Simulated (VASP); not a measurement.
CoSi, 2 atoms in the cell. The structure is cubic, space group Pm-3m (No. 221). The conventional cell has a = 2.818 Å, b = 2.818 Å, c = 2.818 Å, α = 90.00°, β = 90.00°, γ = 90.00°. Within 3.2 Å of Co (site symmetry m-3m) lie 8 Si at 2.44 Å and 6 Co at 2.82 Å. Within 3.2 Å of Si (site symmetry m-3m) lie 8 Co at 2.44 Å and 6 Si at 2.82 Å.  This cell differs from its parent crystal: volume scaled by 1.04.

* Program: VASP 6.6.1
* Task: single point
* Functional: LDA
* Potentials or basis: VASP PAW LDA potentials, release 64 (Co, Si)
* Cutoff: 520 eV
* k mesh: 10 × 10 × 10
* Occupations: fermi-dirac, width 0.05 eV
* Spin: collinear spin, ferromagnetic start
* Starting moments: [2.0, 0.0] μB
* Dipole correction: no
* Further INCAR settings: ALGO = Normal; EDIFF = 1e-06; NBANDS = 18

Potentials or basis: VASP PAW LDA potentials, release 64 (Co, Si).

Run with:

```console
$ cat potpaw_LDA.64/Co/POTCAR potpaw_LDA.64/Si/POTCAR > POTCAR
$ mpirun -np 1 vasp_std > vasp.out
```

Hardware: 1 thread of AMD EPYC 9R45 96-Core Processor (Zen 5), on a shared host.

Problem. How long does it take, and how much memory?

Solution. It took 27 s on 1 thread of AMD EPYC 9R45 96-Core Processor (Zen 5), with other jobs on the host, peak memory 0.13 GiB. Counts: scf iterations 14, k points 56.
